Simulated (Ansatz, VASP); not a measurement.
LiSi3N2: VASP beside Ansatz

```
Li Si N
1.0
     3.08844    0.00000    0.00000
     0.00000    3.08844    0.00000
     0.00000    0.00000    9.77959
Li Si N
1 3 2
Direct
  0.00000 0.00000 0.00000
  0.50000 0.50000 0.17872
  0.50000 0.50000 0.50000
  0.50000 0.50000 0.82128
  0.00000 0.00000 0.33344
  0.00000 0.00000 0.66656
```

Change from the starting cell: species swapped into the Pr3MgAl2 type (P4/mmm, No. 123).

Alike in both runs: task single point; functional PBE; k mesh 6 × 6 × 2; occupations gaussian, width 0.1 eV; no spin polarisation.

|  | VASP | Ansatz |
| --- | --- | --- |
| version | VASP 6.6.1 | Ansatz 0.2.0 |
| potentials or method | VASP PAW PBE potentials, release 64 (Li_sv, Si, N), cutoff 520 eV | scalar-relativistic, plane waves, PAW |
| valence electrons in the cell | 25 | 25 |

|  | VASP | Ansatz | Ansatz less VASP |
| --- | --- | --- | --- |
| gap on the k mesh at the Fermi level (eV) | none | none | - |
| rms of the force components (eV/Å) | 0.866 | 0.866 | +0.0005 |

Atom by atom the forces differ by 0.001 eV/Å (rms over components). A gap of «none» marks a metal or a gap that the smearing closes.

Noted on VASP's run: the cutoff is under 1.25 times that of the potentials, so the pressure is a little rough.
